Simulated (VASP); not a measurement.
Ir:

```xyz
1
Lattice="0.0000 1.9408 1.9408 1.9408 0.0000 1.9408 1.9408 1.9408 0.0000" Properties=species:S:1:pos:R:3 pbc="T T T"
Ir    0.0000    0.0000    0.0000
```

Base run:

| Property | Result |
| --- | --- |
| Program | VASP 6.6.1 |
| Functional | r2SCAN |
| Potentials or basis | VASP PAW PBE potentials, release 64 (Ir) |
| Cutoff | 520 eV |
| k mesh | 12 × 12 × 12 |
| Occupations | fermi-dirac, width 0.05 eV |
| Spin | no spin polarisation |

Its results: pressure -8.4 GPa.

The run is repeated on the same cell with these changes: potentials or basis from VASP PAW PBE potentials, release 64 (Ir) to VASP PAW PBE potentials, release 64 (Ir_sv_GW); cutoff from 520 eV to 550 eV; further incar settings from ALGO = Normal; EDIFF = 1e-07; NBANDS = 10 to ALGO = Normal; EDIFF = 1e-06; NBANDS = 14; valence electrons from 9 to 17. What comes out?

Pressure -12.7 GPa.

Caveats: the PAW data sets were made with another functional, which shifts forces and pressure a little.
